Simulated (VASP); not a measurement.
Wanted: the native input for a VASP 6.6.1 run.

* Task: single point
* Functional: PBE
* Potentials or basis: VASP PAW PBE potentials, release 64 (Hf_pv, N)
* Cutoff: 520 eV
* k mesh: 8 × 8 × 8
* Occupations: gaussian, width 0.1 eV
* Spin: no spin polarisation
* Dipole correction: no
* Further INCAR settings: ALGO = Normal; EDIFF = 1e-07; NBANDS = 14

The structure of HfN lies in POSCAR:

```
HfN
1.0
    0.0000000000      2.2558601200      2.2558601200
    2.2558601200      0.0000000000      2.2558601200
    2.2558601200      2.2558601200      0.0000000000
Hf N
1 1
Direct
    0.0000000000      0.0000000000      0.0000000000
    0.5000000000      0.5000000000      0.5000000000
```

One way to write it, as run:

INCAR

```
SYSTEM = HfN
  ALGO = Normal
  EDIFF = 1E-7
  ENCUT = 520
  GGA = PE
  ISIF = 2
  ISMEAR = 0
  LASPH = .TRUE.
  LCHARG = .FALSE.
  LREAL = .FALSE.
  LWAVE = .FALSE.
  NBANDS = 14
  NELM = 100
  PREC = Accurate
  SIGMA = 0.1
```

KPOINTS

```
k-points
0
G
  8 8 8
  0 0 0
```

Potentials or basis: VASP PAW PBE potentials, release 64 (Hf_pv, N).

Run with:

```console
$ cat potpaw_PBE.64/Hf_pv/POTCAR potpaw_PBE.64/N/POTCAR > POTCAR
$ mpirun -np 1 vasp_std > vasp.out
```

It gave:

```yaml
Pressure: 4.5 GPa
Band_gap_on_the_k_mesh: zero (an odd number of electrons rules out a gap without spin polarisation)
```

Caveat: the cell stands under pressure; spin-orbit coupling is left out, which moves the levels of the heavy elements.

Run time: 7.2 s on 1 thread of Intel(R) Xeon(R) Platinum 8259CL CPU @ 2.50GHz (Skylake/Cascade Lake), on a shared host, peak memory 0.14 GiB.
